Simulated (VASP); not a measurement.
# BN (Fmm2) in VASP: settings compared

The runs below take BN through single point, with HSE06, PBE0.

All numbers are computed with VASP 6.6.1; they aren't measurements. Logs are shortened: lines on timing, memory, paths and dates and some standing lists are left out, and cuts for length are marked.

## Step 1: The cell of the first run

It takes space group Fmm2 (No. 42, orthorhombic). Conventional cell: a = 2.503 Å, b = 6.991 Å, c = 4.332 Å, α = 90.00°, β = 90.00°, γ = 90.00°. Within 1.9 Å of N (site symmetry mm2) lie 3 B at 1.44 Å. Within 1.9 Å of B (site symmetry mm2) lie 3 N at 1.44 Å.

## Step 2: Single point, HSE06

Contents of POSCAR:

```
BN
1.0
    0.0000000000      3.4953158300      2.1660912400
    1.2516321000      0.0000000000      2.1660912400
    1.2516321000      3.4953158300      0.0000000000
N B
1 1
Direct
    0.6666513400      0.6666513400      0.3333486600
    0.0000486500      0.0000486500      0.9999513500
```

Contents of INCAR.step1:

```
ALGO = Normal ; EDIFF = 1E-5
ENCUT = 520 ; GGA = PE
ISIF = 2 ; ISMEAR = -1
LASPH = T ; LCHARG = F
LREAL = F ; LWAVE = T
NBANDS = 11 ; NELM = 60
PREC = Accurate ; SIGMA = 0.05
```

Contents of INCAR.step2:

```
ALGO = Normal ; EDIFF = 1E-7
ENCUT = 520 ; GGA = PE
HFSCREEN = 0.2079 ; ISIF = 2
ISMEAR = -1 ; ISTART = 1
LASPH = T ; LCHARG = F
LHFCALC = T ; LREAL = F
LWAVE = F ; NBANDS = 11
NELM = 60 ; PREC = Accurate
PRECFOCK = Normal ; SIGMA = 0.05
```

Contents of KPOINTS:

```
k-points
0
Gamma
  7 7 7
```

Potentials or basis: VASP PAW PBE potentials, release 64 (N, B).

On the command line:

```sh
$ cat potpaw_PBE.64/N/POTCAR potpaw_PBE.64/B/POTCAR > POTCAR
$ cp INCAR.step1 INCAR
$ mpirun -np 1 vasp_std > vasp.out
$ cp INCAR.step2 INCAR
$ mpirun -np 1 vasp_std > vasp.out
```

OUTCAR:

```text
EDIFF = 1E-7
   ENCUT = 520
   GGA = PE
   HFSCREEN = 0.2079
   ISIF = 2
   ISMEAR = -1
   ISTART = 1
   LASPH = T
   LHFCALC = T
   LREAL = F
   NELM = 60
   PREC = Accurate
   PRECFOCK = Normal

 ion  position               nearest neighbor table
   1  0.667  0.667  0.333-   2 1.44   2 1.44   2 1.44
   2  0.000  0.000  1.000-   1 1.44   1 1.44   1 1.44

  LATTYP: Found a face centered orthorhombic cell.
 ALAT       =     2.5032642000
 B/A-ratio  =     1.7306133647
 C/A-ratio  =     2.7926064137

  Lattice vectors:

 A1 = (   0.0000000000,   3.4953158300,   2.1660912400)
 A2 = (  -1.2516321000,   3.4953158300,   0.0000000000)
 A3 = (  -1.2516321000,   0.0000000000,   2.1660912400)

Analysis of symmetry for initial positions (statically):
=====================================================================
 Subroutine PRICEL returns:
 Original cell was already a primitive cell.

 Routine SETGRP: Setting up the symmetry group for a
 face centered orthorhombic supercell.

 Subroutine GETGRP returns: Found  4 space group operations
 (whereof  4 operations were pure point group operations)
 out of a pool of  8 trial point group operations.

The static configuration has the point symmetry C_2v.

Analysis of symmetry for dynamics (positions and initial velocities):
=====================================================================
 Subroutine PRICEL returns:
 Original cell was already a primitive cell.

 Routine SETGRP: Setting up the symmetry group for a
 face centered orthorhombic supercell.

 Subroutine GETGRP returns: Found  4 space group operations
 (whereof  4 operations were pure point group operations)
 out of a pool of  8 trial point group operations.

The dynamic configuration has the point symmetry C_2v.

 Subroutine INISYM returns: Found  4 space group operations
 (whereof  4 operations are pure point group operations),
 and found     1 'primitive' translations

----------------------------------------------------------------------------------------

                                     Primitive cell

  volume of cell :      18.9526

  direct lattice vectors                    reciprocal lattice vectors
     0.000000000  3.495315830  2.166091240    -0.399478409  0.143048590  0.230830535
     1.251632100  0.000000000  2.166091240     0.399478409 -0.143048590  0.230830535
     1.251632100  3.495315830  0.000000000     0.399478409  0.143048590 -0.230830535

  length of vectors
     4.112077822  2.501706252  3.712656147     0.483041027  0.483041027  0.483041027

  position of ions in fractional coordinates (direct lattice)
     0.666651340  0.666651340  0.333348660
     0.000048650  0.000048650  0.999951350

  ion indices of the primitive-cell ions
   primitive index   ion index
                 1           1
                 2           2

----------------------------------------------------------------------------------------

 KPOINTS: k-points

Automatic generation of k-mesh.
 Grid dimensions read from file:
 generate k-points for:    7    7    7

 Generating k-lattice:

  Cartesian coordinates                     Fractional coordinates (reciprocal lattice)
    -0.057068344  0.020435513  0.032975791     0.142857143  0.000000000  0.000000000
     0.057068344 -0.020435513  0.032975791     0.000000000  0.142857143  0.000000000
     0.057068344  0.020435513 -0.032975791     0.000000000  0.000000000  0.142857143

  Length of vectors
     0.069005861  0.069005861  0.069005861

  Shift w.r.t. Gamma in fractional coordinates (k-lattice)
     0.000000000  0.000000000  0.000000000

 Subroutine IBZKPT returns following result:
 ===========================================

 Found     64 irreducible k-points:

 Following reciprocal coordinates:
            Coordinates               Weight
  0.000000  0.000000  0.000000      1.000000
  0.142857 -0.000000  0.000000      8.000000
  0.285714  0.000000 -0.000000      8.000000
  0.428571 -0.000000 -0.000000      8.000000
  0.142857  0.142857  0.000000      2.000000
  0.285714  0.142857 -0.000000      8.000000
[... 16 lines left out ...]
  0.000000  0.142857  0.142857      2.000000
  0.285714  0.142857  0.142857      4.000000
 [... further k-points ...]
   k-points           NKPTS =     64   k-points in BZ     NKDIM =    343   number of bands    NBANDS=     11
   number of dos      NEDOS =    301   number of ions     NIONS =      2
   total plane-waves  NPLWV =  17920
   dimension x,y,z NGX =    32 NGY =   20 NGZ =   28
   dimension x,y,z NGXF=    64 NGYF=   40 NGZF=   56
   ions per type =               1   1
   NGX,Y,Z   is equivalent  to a cutoff of  12.94, 13.29, 12.54 a.u.
   NGXF,Y,Z  is equivalent  to a cutoff of  25.87, 26.58, 25.08 a.u.
 SYSTEM =  unknown system
   PREC   = accura    normal or accurate (medium, high low for compatibility)
   ISTART =      1    job   : 0-new  1-cont  2-samecut
   ICHARG =      0    charge: 1-file 2-atom 10-const
   ISPIN  =      1    spin polarized calculation?
   LNONCOLLINEAR =      F non collinear calculations
   LSORBIT =      F    spin-orbit coupling
   LASPH  =      T    aspherical Exc in radial PAW
   ENCUT  =  520.0 eV  38.22 Ry    6.18 a.u.   7.65  4.65  6.90*2*pi/ulx,y,z
   NELM   =     60;   NELMIN=  2; NELMDL=  0     # of ELM steps
   EDIFF  = 0.1E-06   stopping-criterion for ELM
   LREAL  =      F    real-space projection
   EDIFFG = 0.1E-05   stopping-criterion for IOM
   NSW    =      0    number of steps for IOM
   IBRION =     -1    ionic relax: 0-MD 1-quasi-New 2-CG
   NFREE  =      0    steps in history (QN), initial steepest desc. (CG)
   ISIF   =      2    stress and relaxation
   ISYM   =      3    0-nonsym 1-usesym 2-fastsym
   POTIM  = 0.5000    time-step for ionic-motion
   TEBEG  =    0.0;   TEEND  =   0.0 temperature during run
   PSTRESS=    0.0 pullay stress
   NELECT =       8.0000    total number of electrons
   NUPDOWN=      -1.0000    fix difference up-down
   EMIN   =  10.00;   EMAX   =-10.00  energy-range for DOS
   EFERMI =   0.00;   METHOD = LEGACY
   ISMEAR =    -1;   SIGMA  =   0.05  broadening in eV -4-tet -1-fermi 0-gaus
   EFERMI_NEDOS =   21; number of points for ismear=-14 and -15
   IALGO  =     38    algorithm
   IMIX   =      1    mixing-type and parameters
     AMIX     =   0.40;   BMIX     =  1.00
     AMIX_MAG =   1.60;   BMIX_MAG =  1.00
  volume/ion in A,a.u.               =       9.48        63.95
  Fermi-wavevector in a.u.,A,eV,Ry     =   1.228047  2.320672 20.518928  1.508099
  Thomas-Fermi vector in A             =   2.362987
   LORBIT       =      0    0 simple, 1 ext, 2 COOP (PROOUT), +10 PAW based schemes
   GGA     = PE    functional components
   LHFCALC =     T    Hartree Fock is set to
   PRECFOCK=normal    Normal, Fast or Accurate (Low or Medium for compatibility)
   ENCUT4O =  -1.0   cutoff for four orbital integrals eV
   NKREDX  =     1    reduce k-point grid by
   NKREDY  =     1    reduce k-point grid by
   NKREDZ  =     1    reduce k-point grid by
   AEXX    =    0.2500 exact exchange contribution
   HFSCREEN=    0.2079 screening length (either q_TF or 0.3 A-1)
   HFSCREENC=   0.2079 screening length for correlation (either q_TF or 0.3 A-1)
   ENCUTFOCK=  -1.0 apply spherical cutoff to Coloumb kernel
   IVDW    =     0    specifies the selected vdW correction
   LEPSILON=     F    determine dielectric tensor
   LRPA    =     F    only Hartree local field effects (RPA)
 non-spin polarized calculation
  energy-cutoff  :      520.00
  volume of cell :       18.95
 maximum number of plane-waves:       529
  NGX = 24; NGY = 14; NGZ = 24

 number of electron       8.0000000 magnetization

 Free energy of the ion-electron system (eV)
  ---------------------------------------------------
  ext. energy  EPLUGINS =         0.00000000
  ---------------------------------------------------
  free energy    TOTEN  =       -20.39771634 eV

  energy without entropy =      -20.39771634  energy(sigma->0) =      -20.39771634

 E-fermi :   2.1276     XC(G=0):  -8.0598

 val. band max:        1.0059776408   @ k =   0.4286  -0.4286   0.1429
 cond. band min:       6.4396211809   @ k =   0.0000   0.4286   0.4286
 fundamental gap:      5.4336435401
 Fermi energy:         2.1275737741

 k-point     1 :       0.0000    0.0000    0.0000
  band No.  band energies     occupation
      1     -18.4980      2.00000
      2      -3.7363      2.00000
      3      -0.4920      2.00000
      4      -0.4837      2.00000
      5       7.1736      0.00000
      6      14.4340      0.00000
      7      14.5014      0.00000
      8      16.3871      0.00000
      9      17.4462      0.00000
     10      28.5646      0.00000
     11      29.8416      0.00000

 k-point     2 :       0.1429   -0.0000    0.0000
  band No.  band energies     occupation
      1     -18.0604      2.00000
      2      -3.2925      2.00000
      3      -2.1240      2.00000
      4      -1.2276      2.00000
      5       8.0720      0.00000
      6      14.2120      0.00000
      7      14.8677      0.00000
      8      16.2238      0.00000
      9      18.7532      0.00000
     10      26.0473      0.00000
     11      29.5630      0.00000

 k-point     3 :       0.2857    0.0000   -0.0000
  band No.  band energies     occupation
      1     -16.8396      2.00000
      2      -5.4376      2.00000
      3      -2.5517      2.00000
      4      -1.9823      2.00000
      5       9.8829      0.00000
      6      11.7708      0.00000
      7      13.9291      0.00000
      8      20.3997      0.00000
      9      20.9806      0.00000
     10      22.4629      0.00000
     11      27.3667      0.00000
[... 267 lines left out ...]
 k-point    23 :       0.0000    0.1429    0.1429
  band No.  band energies     occupation
      1     -17.2510      2.00000
      2      -4.1976      2.00000
      3      -2.6460      2.00000
      4      -2.1478      2.00000
      5       9.1406      0.00000
      6      12.3675      0.00000
      7      14.9634      0.00000
      8      17.3854      0.00000
      9      21.5421      0.00000
     10      21.5757      0.00000
     11      27.8120      0.00000

 k-point    24 :       0.2857    0.1429    0.1429
  band No.  band energies     occupation
      1     -18.0335      2.00000
      2      -3.5652      2.00000
      3      -2.1377      2.00000
      4      -1.2270      2.00000
      5       8.6412      0.00000
      6      14.1319      0.00000
      7      15.1624      0.00000
      8      16.2540      0.00000
      9      18.5647      0.00000
     10      27.1447      0.00000
     11      28.9976      0.00000

 [... further k-points ...]
[... 5 lines left out ...]
  --------------------------------------------------------------------------------------
  -------------------------------------------------------------------------------------
  Total       -0.3079465      0.1447462     -0.3057642      0.0000000      0.0000000      0.0000000
  in kB      -26.0325110     12.2362374    -25.8480261      0.0000000      0.0000000      0.0000000
  external PRESSURE =     -13.2147666 kB  Pullay stress =       0.0000000 kB

 VOLUME and BASIS-vectors are now :
 -----------------------------------------------------------------------------
  energy-cutoff  :      520.00
  volume of cell :       18.95
      direct lattice vectors                 reciprocal lattice vectors
     0.000000000  3.495315830  2.166091240    -0.399478409  0.143048590  0.230830535
     1.251632100  0.000000000  2.166091240     0.399478409 -0.143048590  0.230830535
     1.251632100  3.495315830  0.000000000     0.399478409  0.143048590 -0.230830535

 POSITION                                       TOTAL-FORCE (eV/Angst)
 -----------------------------------------------------------------------------------
      1.25163      3.49532      2.88806         0.000000      0.000000     -0.010215
      1.25163      3.49532      0.00021         0.000000      0.000000      0.010215
 -----------------------------------------------------------------------------------
    total drift:                                0.000006     -0.000011     -0.000044

  FREE ENERGIE OF THE ION-ELECTRON SYSTEM (eV)
  ---------------------------------------------------
  free  energy   TOTEN  =       -20.3977163380 eV

  energy  without entropy=      -20.3977163379  energy(sigma->0) =      -20.39771634
```

Wall time 15 min (1 thread of Intel Xeon 6975P-C (Granite Rapids), shared host); peak memory 0.26 GiB.

What came out:

| Item | Value |
| --- | --- |
| Free energy | -20.3977 eV |
| Pressure | -1.3 GPa |
| Largest force | 0.010 eV/Å |
| Band gap on the k mesh | 5.43 eV (least direct gap 6.46 eV) |

Forces in eV/Å, atoms in the order of the input:
```
N    0.000  0.000 -0.010
B    0.000  0.000  0.010
```

Levels at points of the mesh, in eV from the valence-band top:
```tsv
k point	band 1	band 2	band 3	band 4	band 5	band 6	band 7	band 8
(0.00, 0.00, 0.00)	-19.50	-4.74	-1.50	-1.49	6.17	13.43	13.50	15.38
```

Caveat: the k points lie up to 0.43 Å⁻¹ apart; the PAW data sets were made with another functional, which shifts forces and pressure a little.

## Step 3: Single point, PBE0

POSCAR is that of step 2.

Contents of INCAR.step1:

```
SYSTEM = BN
PREC     = Accurate       ! precision mode
ENCUT    = 520            ! plane-wave cutoff, eV
EDIFF    = 1E-5           ! SCF threshold, eV
ISMEAR   = -1             ! smearing method
SIGMA    = 0.05           ! smearing width, eV
LREAL    = .FALSE.        ! projectors in reciprocal space
LASPH    = .TRUE.         ! aspherical terms in the spheres
NELM     = 100            ! most SCF steps
ALGO     = Normal         ! electronic algorithm
ISIF     = 2              ! what is computed and relaxed
LWAVE    = .TRUE.         ! write WAVECAR
NBANDS   = 11             ! bands
GGA      = PE             ! functional
```

Contents of INCAR.step2:

```
SYSTEM = BN
PREC     = Accurate       ! precision mode
ENCUT    = 520            ! plane-wave cutoff, eV
EDIFF    = 1E-7           ! SCF threshold, eV
ISMEAR   = -1             ! smearing method
SIGMA    = 0.05           ! smearing width, eV
LREAL    = .FALSE.        ! projectors in reciprocal space
LASPH    = .TRUE.         ! aspherical terms in the spheres
NELM     = 100            ! most SCF steps
ALGO     = Normal         ! electronic algorithm
ISIF     = 2              ! what is computed and relaxed
LWAVE    = .FALSE.        ! write WAVECAR
LCHARG   = .TRUE.         ! write CHGCAR
GGA      = PE             ! functional
LHFCALC  = .TRUE.         ! exact exchange
AEXX     = 0.25           ! exact-exchange fraction
PRECFOCK = Normal       
LELF     = .TRUE.         ! ELF
LVHAR    = .TRUE.       
NBANDS   = 11             ! bands
ISTART   = 1
```

Contents of KPOINTS:

```
Automatic mesh
0
G
  8 8 8
  0 0 0
```

Potentials or basis: VASP PAW PBE potentials, release 64 (N, B).

On the command line:

```sh
$ cat potpaw_PBE.64/N/POTCAR potpaw_PBE.64/B/POTCAR > POTCAR
$ cp INCAR.step1 INCAR
$ mpirun -np 1 vasp_std > vasp.out
$ cp INCAR.step2 INCAR
$ mpirun -np 1 vasp_std > vasp.out
```

Wall time 48 min (1 thread of Intel Xeon Platinum 8559C (Emerald Rapids), shared host); peak memory 0.17 GiB.

It converged, with:

- Free energy: -21.3489 eV
- Pressure: -1.4 GPa
- Largest force: 0.010 eV/Å
- Band gap on the k mesh: 5.80 eV (least direct gap 6.93 eV)

Forces on the atoms (eV/Å):
```
N    0.000  0.000 -0.010
B    0.000  0.000  0.010
```

Stress tensor (GPa, compression positive):
```
-2.62  0.00  0.00
 0.00  1.10  0.00
 0.00  0.00 -2.61
```

Levels at points of the mesh, in eV from the valence-band top:
| k point | band 1 | band 2 | band 3 | band 4 | band 5 | band 6 | band 7 | band 8 |
| --- | --- | --- | --- | --- | --- | --- | --- | --- |
| (0.00, 0.00, 0.00) | -19.74 | -4.97 | -1.72 | -1.71 | 6.69 | 14.00 | 14.07 | 15.97 |
| (0.50, 0.00, 0.00) | -16.29 | -9.98 | -4.76 | -1.14 | 6.68 | 12.13 | 15.55 | 17.87 |
| (0.50, 0.50, 0.00) | -16.34 | -10.07 | -4.75 | -0.60 | 8.00 | 11.65 | 14.32 | 15.83 |
| (0.50, 0.00, 0.50) | -19.54 | -6.75 | -1.73 | -1.71 | 11.89 | 13.95 | 14.03 | 14.45 |
| (0.00, 0.50, 0.50) | -16.23 | -9.88 | -4.79 | -1.62 | 5.80 | 12.20 | 16.86 | 21.38 |

Caveat: the PAW data sets were made with another functional, which shifts forces and pressure a little.
